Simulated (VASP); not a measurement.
An input for VASP 6.6.1 (Pb):

The input INCAR:

```
SYSTEM = Pb
ALGO = Normal
EDIFF = 1E-6
ENCUT = 500
GGA = PE
GGA_COMPAT = .FALSE.
ISIF = 2
ISMEAR = -4
ISYM = 0
LASPH = .TRUE.
LCHARG = .FALSE.
LREAL = .FALSE.
LWAVE = .FALSE.
NBANDS = 21
NELM = 120
PREC = Accurate
SIGMA = 0.1
```

File KPOINTS:

```
Automatic mesh
0
Gamma
  3 3 1
  0.5 0.72 0.96
```

The input POSCAR:

```
Pb
1.0
    3.4715901269      0.0000000000      0.0000000000
   -1.7357950634      3.0064852414      0.0000000000
    0.0000000000      0.0000000000      5.9973895700
Pb
2
Direct
    0.3333333333      0.6666666667      0.2500000000
    0.6666666667      0.3333333333      0.7500000000
```

Potentials or basis: VASP PAW PBE potentials, release 64 (Pb_d).

Command:

```sh
$ cat potpaw_PBE.64/Pb_d/POTCAR > POTCAR
$ mpirun -np 1 vasp_std > vasp.out
```

Q: What does the program do with it?

A: The run stopped without a result. It printed:

OUTCAR:

```text
SYSTEM = Pb
   EDIFF = 1E-6
   ENCUT = 500
   GGA = PE
   ISIF = 2
   ISMEAR = -4
   ISYM = 0
   LASPH = .TRUE.
   LREAL = .FALSE.
   NELM = 120
[... 60 lines left out ...]
|     E        R    R   R    R   O     O  R    R      ###     ###     ###     |
|     EEEEEEE  R     R  R     R  OOOOOOO  R     R     ###     ###     ###     |
|                                                                             |
|     IBZKPT: unable to construct a generating k-lattice suitable for use     |
|     with the tetrahedron method                                             |
|     ... use a different smearing method                                     |
|     ... and/or try setting KBLOWUP=.FALSE.                                  |
|     ... and/or try a Gamma-centered k-lattice                               |
|     ... and/or try a different shift                                        |
|                                                                             |
|       ---->  I REFUSE TO CONTINUE WITH THIS SICK JOB ... BYE!!! <----       |
|                                                                             |
 -----------------------------------------------------------------------------
```

On the terminal:

```text
POSCAR found type information on POSCAR Pb
 POSCAR found :  1 types and       2 ions
[... 19 lines left out ...]

1
```
